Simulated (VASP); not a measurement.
Input of a VASP 6.6.1 run:

INCAR

```
PREC = Accurate ; ENCUT = 520
EDIFF = 1E-6 ; ISMEAR = 0
SIGMA = 0.05 ; LREAL = False
LASPH = True ; NELM = 100
ALGO = Normal ; ISIF = 2
LWAVE = False ; LCHARG = False
NBANDS = 17
```

The input KPOINTS:

```
Automatic mesh
0
Gamma
  9 9 9
```

File POSCAR:

```
LiHF2
1.0
    1.3995045156      0.8080043088      4.3296110341
   -1.3995045156      0.8080043088      4.3296110341
    0.0000000000     -1.6160086176      4.3296110341
Li H F
1 1 2
Direct
    0.0000000000      0.0000000000      0.0000000000
    0.5000000000      0.5000000000      0.5000000000
    0.4125119035      0.4125119035      0.4125119035
    0.5874880965      0.5874880965      0.5874880965
```

Potentials or basis: VASP PAW LDA potentials, release 64 (Li_sv, H, F).

Command:

```console
$ cat potpaw_LDA.64/Li_sv/POTCAR potpaw_LDA.64/H/POTCAR potpaw_LDA.64/F/POTCAR > POTCAR
$ mpirun -np 1 vasp_std > vasp.out
```

Question: Predict the largest force.

Answer: 0.065 eV/Å.

Question: What does it give for the band gap on the k mesh?

Answer: 8.46 eV (least direct gap 8.68 eV).

Forces on the atoms (eV/Å):
```
Li   0.000  0.000  0.000
H    0.000  0.000  0.000
F    0.000  0.000  0.065
F    0.000  0.000 -0.065
```

Caveat: the cell differs from its parent crystal (strain -0.030 along x and y, +0.000 along z). A k mesh can miss the band edges.
